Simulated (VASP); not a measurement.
Crystal: NbTe.

```xyz
2
Lattice="3.4257 0.0000 0.0000 0.0000 3.4257 0.0000 0.0000 0.0000 3.4257" Properties=species:S:1:pos:R:3 pbc="T T T"
Nb    1.7128    1.7128    1.7128
Te    0.0000    0.0000    0.0000
```

* Program: VASP 6.6.1
* Task: relaxation of cell and atoms
* Functional: PBE
* Dispersion: D3(BJ)
* Potentials or basis: VASP PAW PBE potentials, release 64 (Nb_sv, Te)
* Cutoff: 600 eV
* k mesh: 8 × 8 × 8
* Occupations: fermi-dirac, width 0.05 eV
* Spin: no spin polarisation

At the start: pressure -5.8 GPa; volume 20.10 Å³/atom.

Q: Where does the relaxation end?

A: Over 3 steps the energy falls by 16.6 meV/atom and the volume is 19.24 Å³/atom (-4.3 %); space group Pm-3m (No. 221, to 0.05 Å).

The path:
```csv
step,energy change (eV),largest force (eV/Å),pressure (GPa),volume (Å³)
1,0.0000,0.0000,-5.84,40.20
2,0.0424,0.0000,10.85,36.09
3,-0.0332,0.0000,-0.08,38.49
```

Final structure:
```xyz
2
Lattice="3.3763 0.0000 0.0000 0.0000 3.3763 0.0000 0.0000 0.0000 3.3763" Properties=species:S:1:pos:R:3 pbc="T T T"
Nb    1.6881    1.6881    1.6881
Te    0.0000    0.0000    0.0000
```

Caveat: pairwise dispersion overbinds metals, which lowers pressure and volume.
